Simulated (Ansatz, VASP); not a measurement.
Au: VASP beside Ansatz

```
Au
1.0
     2.94305    0.00000    0.00000
    -1.47153    2.54876    0.00000
     0.00000    0.00000    4.93891
Au
2
Direct
  0.33333 0.66667 0.25000
  0.66667 0.33333 0.75000
```

Alike in both runs: task single point; functional RPBE; k mesh 14 × 14 × 7; occupations fermi-dirac, width 0.1 eV; no spin polarisation.

|  | VASP | Ansatz |
| --- | --- | --- |
| version | VASP 6.6.1 | Ansatz 0.2.0 |
| potentials or method | VASP PAW PBE potentials, release 64 (Au), cutoff 520 eV | plane waves (420 eV) with PAW, scalar-relativistic |
| valence electrons in the cell | 22 | 38 |

Ansatz gave:

- pressure (GPa): 0.3
- traceless stress, the component that is largest in VASP (GPa): -0.22

Problem. Which values does VASP return?

Solution. Pressure (GPa): 0.1; traceless stress, the component that is largest in VASP (GPa): -0.24.

VASP's potentials were made for PBE, not for RPBE. VASP's potentials hold 22 valence electrons a cell and Ansatz's 38, so a difference there can come from the potentials and not from the codes.

Neither program's run includes spin-orbit coupling.
